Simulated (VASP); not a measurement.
The system is C.

```
C
1.0
     1.23319    0.71198    8.28262
    -1.23319    0.71198    8.28262
     0.00000   -1.42396    8.28262
C
4
Direct
  0.08717 0.08717 0.08717
  0.75385 0.75385 0.75385
  0.24615 0.24615 0.24615
  0.91283 0.91283 0.91283
```

Base run:

```yaml
Program: VASP 6.6.1
Functional: PBEsol
Potentials_or_basis: VASP PAW PBE potentials, release 64 (C)
Cutoff: 520 eV
k_mesh: 12 × 12 × 12
Occupations: gaussian, width 0.1 eV
Spin: no spin polarisation
```

Its results: band gap on the k mesh 0.19 eV, direct; pressure -1.5 GPa; largest force 0.004 eV/Å.

Task: The run is repeated on the same cell with these changes: functional from PBEsol to SVWN5; occupations from gaussian, width 0.1 eV to fermi-dirac, width 0.1 eV. What comes out?

Result: Band gap on the k mesh 0.19 eV, direct; pressure -5.5 GPa; largest force 0.008 eV/Å.

Caveats: the PAW data sets were made with another functional, which shifts forces and pressure a little.

A k mesh can miss the band edges.
